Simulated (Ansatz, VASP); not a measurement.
# InP: VASP beside Ansatz

```
CELL_PARAMETERS angstrom
0.00000 2.95091 2.95091
2.95091 0.00000 2.95091
2.95091 2.95091 0.00000
ATOMIC_POSITIONS crystal
In 0.00000 0.00000 0.00000
P 0.25000 0.25000 0.25000
```

Alike in both runs: functional HSE06; k mesh 6 × 6 × 6; occupations gaussian, width 0.02 eV; no spin polarisation.

Ansatz relaxed the structure, and its values are those at the end. VASP's run is a single point on that final structure, the one shown.

|  | VASP | Ansatz |
| --- | --- | --- |
| version | VASP 6.6.1 | Ansatz 0.2.0 |
| potentials or method | VASP PAW PBE potentials, release 64 (In_d, P), cutoff 400 eV | scalar-relativistic, plane waves, PAW |
| valence electrons in the cell | 18 | 18 |

```csv
,VASP,Ansatz,Ansatz less VASP
gap on the k mesh at the Fermi level (eV),1.37,1.38,+0.004
least direct gap on the mesh (eV),1.37,1.38,+0.004
pressure (GPa),-0.2,0.0,+0.17
```

The functional is the same, so the differences come from potentials, cutoffs and numerics.
